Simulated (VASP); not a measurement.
**AlN: single point with r2SCAN**

The system is AlN.

```
Al N
1.0
     2.58546    0.00000    0.00000
     0.00000    2.58546    0.00000
     0.00000    0.00000    2.58546
Al N
1 1
Direct
  0.00000 0.00000 0.00000
  0.50000 0.50000 0.50000
```

```
Program             : VASP 6.6.1
Task                : single point
Functional          : r2SCAN
Potentials or basis : VASP PAW PBE potentials, release 64 (Al, N)
Cutoff              : 520 eV
k mesh              : 6 × 6 × 6
Occupations         : fermi-dirac, width 0.02 eV
Spin                : no spin polarisation
```

The pressure is -1.1 GPa and the band gap on the k mesh is zero (band 4 reaches 11.40 eV, above the bottom of band 5 at 10.54 eV).

Levels at points of the mesh, in eV from the Fermi level:
| k point | band 2 | band 3 | band 4 | band 5 | band 6 | band 7 |
| --- | --- | --- | --- | --- | --- | --- |
| (0.00, 0.00, 0.00) | -1.93 | -1.93 | -1.93 | 1.29 | 6.47 | 6.47 |
| (0.50, 0.00, 0.00) | -10.97 | -0.82 | -0.82 | 5.07 | 8.27 | 10.36 |
| (0.50, 0.50, 0.00) | -8.01 | -8.01 | -1.40 | 0.32 | 10.37 | 10.37 |
| (0.50, 0.50, 0.50) | -5.59 | -5.59 | -5.59 | 1.51 | 1.51 | 1.51 |

It took 14 s on 1 thread of Intel(R) Xeon(R) Platinum 8259CL CPU @ 2.50GHz (Skylake/Cascade Lake), with other jobs on the host, peak memory 0.12 GiB.

Caveat: the k points lie up to 0.41 Å⁻¹ apart; the PAW data sets were made with another functional, which shifts forces and pressure a little.
